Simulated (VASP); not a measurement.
**Zr2AgAs3: relaxation of cell and atoms with PBEsol**

Zr2AgAs3:

```
Zr Ag As
1.0
     3.93981    0.00000    0.00000
    -1.96990    3.41198    0.00000
     0.00000    0.00000    9.74420
Zr Ag As
2 1 3
Direct
  0.33333 0.66667 0.67902
  0.66667 0.33333 0.32098
  0.00000 0.00000 0.00000
  0.33333 0.66667 0.14299
  0.66667 0.33333 0.85701
  0.00000 0.00000 0.50000
```

| Item | Value |
| --- | --- |
| Program | VASP 6.6.1 |
| Task | relaxation of cell and atoms |
| Functional | PBEsol |
| Potentials or basis | VASP PAW PBE potentials, release 64 (Zr_sv, Ag, As) |
| Cutoff | 600 eV |
| k mesh | 6 × 6 × 2 |
| Occupations | fermi-dirac, width 0.03 eV |
| Spin | no spin polarisation |
| Dipole correction | no |
| Further INCAR settings | ALGO = Normal; EDIFF = 1e-07; IBRION = 2; EDIFFG = -0.01; NSW = 100; ISIF = 3 |

```json
{
  "Relaxed volume": "20.29 Å³/atom",
  "Relaxed cell": "a = 3.828 Å, b = 3.828 Å, c = 9.592 Å, α = 90.00°, β = 90.00°, γ = 120.00°",
  "Space group after relaxing (to 0.1 Å)": "P-3m1 (No. 164)",
  "Energy gained by relaxing": "134.4 meV/atom",
  "Ionic steps": "18",
  "Pressure after relaxing": "0.0 GPa",
  "Largest force after relaxing": "0.007 eV/Å",
  "Band gap on the k mesh": "zero (bands 25 and 26 overlap by 0.56 eV)"
}
```

Forces on the atoms (eV/Å):
```
Zr   0.000  0.000 -0.007
Zr   0.000  0.000  0.007
Ag   0.000  0.000  0.000
As   0.000  0.000 -0.003
As   0.000  0.000  0.003
As   0.000  0.000  0.000
```

Step by step:
| step | energy change (eV) | largest force (eV/Å) | pressure (GPa) | volume (Å³) |
| --- | --- | --- | --- | --- |
| 1 | 0.0000 | 1.8737 | -7.84 | 130.99 |
| 2 | -0.3200 | 0.9781 | 9.73 | 111.76 |
| 3 | -0.4683 | 1.3961 | 2.12 | 118.14 |
| 4 | -0.6625 | 0.7065 | 1.34 | 119.20 |
| 5 | -0.7525 | 0.4336 | 0.91 | 121.19 |
| 6 | -0.7616 | 0.4115 | 0.93 | 120.74 |
| 7 | -0.7797 | 0.1245 | -1.39 | 123.26 |
| 8 | -0.7803 | 0.1675 | -1.04 | 122.86 |
| 9 | -0.7985 | 0.0927 | -0.31 | 121.93 |
| 10 | -0.8039 | 0.0738 | 0.27 | 121.18 |
| 11 | -0.8039 | 0.0760 | 0.36 | 121.07 |
| 12 | -0.8056 | 0.0863 | -0.18 | 121.75 |
| 13 | -0.8056 | 0.0852 | -0.13 | 121.69 |
| 14 | -0.8064 | 0.0208 | 0.10 | 121.55 |
| 15 | -0.8064 | 0.0194 | 0.10 | 121.55 |
| 16 | -0.8065 | 0.0091 | -0.07 | 121.79 |
| 17 | -0.8065 | 0.0105 | -0.05 | 121.76 |
| 18 | -0.8066 | 0.0069 | 0.00 | 121.72 |

Final structure:
```xyz
6
Lattice="3.8280 0.0000 0.0000 -1.9140 3.3151 0.0000 0.0000 0.0000 9.5916" Properties=species:S:1:pos:R:3 pbc="T T T"
Zr    0.0000    2.2101    6.3891
Zr    1.9140    1.1050    3.2025
Ag    3.8280    0.0000    0.0000
As    0.0000    2.2101    1.6460
As    1.9140    1.1050    7.9457
As    3.8280    0.0000    4.7958
```

Levels at points of the mesh, in eV from the Fermi level:
```csv
k point,band 22,band 23,band 24,band 25,band 26,band 27,band 28,band 29
"(0.00, 0.00, 0.00)",-1.05,0.31,0.40,0.41,0.41,0.62,0.62,1.43
"(0.50, 0.00, 0.00)",-1.32,-1.32,-1.08,-0.67,0.04,1.16,2.29,2.54
"(0.00, 0.00, 0.50)",-1.38,-1.38,0.38,0.38,1.11,1.11,1.14,1.47
"(0.50, 0.00, 0.50)",-2.36,-1.72,-0.31,-0.29,0.06,1.11,2.30,2.41
```

Run time: 23 min on 1 thread of Intel Xeon 8259CL, on a shared host, peak memory 0.33 GiB.

Caveat: the PAW data sets were made with another functional, which shifts forces and pressure a little.
